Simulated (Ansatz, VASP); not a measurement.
# TiO2 in VASP and in Ansatz

File INCAR:

```
PREC = Accurate
ENCUT = 520
EDIFF = 1E-6
ISMEAR = 0
SIGMA = 0.01
LREAL = F
LASPH = T
NELM = 100
ALGO = Normal
ISIF = 2
LWAVE = F
LCHARG = T
GGA = PE
LELF = T
LVHAR = T
NBANDS = 60
```

Contents of KPOINTS:

```
regular mesh
0
Gamma
  6 6 3
```

The input POSCAR:

```
TiO2
1.0
    3.7850000000      0.0000000000      0.0000000000
    0.0000000000      3.7850000000      0.0000000000
    0.0000000000      0.0000000000      9.5140000000
Ti O
4 8
Direct
    0.0000000000      0.0000000000      0.0000000000
    0.5000000000      0.5000000000      0.5000000000
    0.0000000000      0.5000000000      0.2500000000
    0.5000000000      0.0000000000      0.7500000000
    0.0000000000      0.0000000000      0.2081000000
    0.5000000000      0.5000000000      0.7081000000
    0.0000000000      0.5000000000      0.4581000000
    0.5000000000      0.0000000000      0.9581000000
    0.5000000000      0.0000000000      0.5419000000
    0.0000000000      0.5000000000      0.0419000000
    0.5000000000      0.5000000000      0.2919000000
    0.0000000000      0.0000000000      0.7919000000
```

Input for Ansatz:

```yaml
crystal:
  lattice:
    - [3.785, 0.0, 0.0]
    - [0.0, 3.785, 0.0]
    - [0.0, 0.0, 9.514]
  atoms:
    - { symbol: Ti, position: [0.0, 0.0, 0.0] }
    - { symbol: Ti, position: [0.5, 0.5, 0.5] }
    - { symbol: Ti, position: [0.0, 0.5, 0.25] }
    - { symbol: Ti, position: [0.5, 0.0, 0.75] }
    - { symbol: O, position: [0.0, 0.0, 0.2081] }
    - { symbol: O, position: [0.5, 0.5, 0.7081] }
    - { symbol: O, position: [0.0, 0.5, 0.4581] }
    - { symbol: O, position: [0.5, 0.0, 0.9581] }
    - { symbol: O, position: [0.5, 0.0, 0.5419] }
    - { symbol: O, position: [0.0, 0.5, 0.0419] }
    - { symbol: O, position: [0.5, 0.5, 0.2919] }
    - { symbol: O, position: [0.0, 0.0, 0.7919] }
scf:
  occupations: { method: fixed }
  n_extra_bands: 4
output:
  write_density: true
  write_potential: true
  elf: true
  volumetric_format: npy
kpoints:
  mp_grid: { grid: [6, 6, 3] }
hamiltonian:
  xc: pbe
```

Alike in both runs: task single point; functional PBE; k mesh 6 × 6 × 3; no spin polarisation.

```csv
,VASP,Ansatz
version,VASP 6.6.1,Ansatz 0.2.0
potentials or method,"VASP PAW PBE potentials, release 64 (Ti_sv, O)","scalar-relativistic, plane waves, PAW"
plane-wave cutoff (eV),520,420
occupations,"gaussian, width 0.01 eV",fixed
valence electrons in the cell,96,96
```

```tsv
	VASP	Ansatz	Ansatz less VASP
gap on the k mesh at the Fermi level (eV)	2.14	2.17	+0.024
least direct gap on the mesh (eV)	2.22	2.25	+0.022
```
